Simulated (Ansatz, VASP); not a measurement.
## One calculation of SiC, two programs

Contents of POSCAR:

```
SiC
1.0
   -1.5387796673     -2.6652445653      0.0000000000
    1.5387796672     -2.6652445654      0.0000000000
    0.0000000000      0.0000000000     13.0767691650
Si C
4 4
Direct
    0.3333333333      0.3333333333      0.0724640292
    0.6666666667      0.6666666667      0.4577567968
    0.0000000000      0.0000000000      0.6504459963
    0.0000000000      0.0000000000      0.2651532287
    0.3333333333      0.3333333333      0.6981535804
    0.6666666667      0.6666666667      0.3128608128
    1.0000000000      0.0000000000      0.5060159297
    1.0000000000      0.0000000000      0.1207231622
```

The input INCAR.step1:

```
PREC = Accurate
ENCUT = 520
ISMEAR = 0
SIGMA = 0.05
LREAL = False
LASPH = True
NELM = 80
NBANDS = 26
GGA = PE
ALGO = Normal
EDIFF = 1E-4
LWAVE = True
LCHARG = False
```

File INCAR.step2:

```
PREC = Accurate
ENCUT = 520
EDIFF = 1E-6
ISMEAR = 0
SIGMA = 0.05
LREAL = False
LASPH = True
NELM = 80
ALGO = Normal
ISIF = 2
LWAVE = False
LCHARG = False
METAGGA = R2SCAN
LMIXTAU = True
NBANDS = 26
ISTART = 1
```

Contents of KPOINTS:

```
Automatic mesh
0
Gamma
  8 8 3
```

Input for Ansatz:

```yaml
crystal:
  lattice:
    - [-1.5387796673, -2.6652445653, 0.0]
    - [1.5387796672, -2.6652445654, 0.0]
    - [0.0, 0.0, 13.076769165]
  atoms:
    - { symbol: Si, position: [0.3333333333, 0.3333333333, 0.0724640292] }
    - { symbol: Si, position: [0.6666666667, 0.6666666667, 0.4577567968] }
    - { symbol: Si, position: [0.0, 0.0, 0.6504459963] }
    - { symbol: Si, position: [0.0, 0.0, 0.2651532287] }
    - { symbol: C, position: [0.3333333333, 0.3333333333, 0.6981535804] }
    - { symbol: C, position: [0.6666666667, 0.6666666667, 0.3128608128] }
    - { symbol: C, position: [1.0, 0.0, 0.5060159297] }
    - { symbol: C, position: [1.0, 0.0, 0.1207231622] }
basis:
  ecutwfc: 500
kpoints:
  mp_grid: { grid: [8, 8, 3] }
hamiltonian:
  xc: r2scan
scf:
  occupations: { method: gaussian, width: 0.05 }
output:
  forces: true
  stress: true
  eigenvalues: true
```

Alike in both runs: task single point; functional r2SCAN; k mesh 8 × 8 × 3; occupations gaussian, width 0.05 eV; no spin polarisation.

|  | VASP | Ansatz |
| --- | --- | --- |
| version | VASP 6.6.1 | Ansatz 0.2.0 |
| potentials or method | VASP PAW PBE potentials, release 64 (Si, C), cutoff 520 eV | scalar-relativistic, plane waves, PAW |
| valence electrons in the cell | 32 | 32 |

|  | VASP | Ansatz | Ansatz less VASP |
| --- | --- | --- | --- |
| gap on the k mesh at the Fermi level (eV) | none | none | - |
| pressure (GPa) | -0.8 | -0.7 | +0.10 |
| traceless stress, the component that is largest in VASP (GPa) | -1.84 | -1.77 | +0.073 |
| rms of the force components (eV/Å) | 0.888 | 0.887 | -0.0006 |

VASP's potentials were made for PBE, not for r2SCAN. Atom by atom the forces differ by 0.007 eV/Å (rms over components). A gap of «none» marks a metal or a gap that the smearing closes.
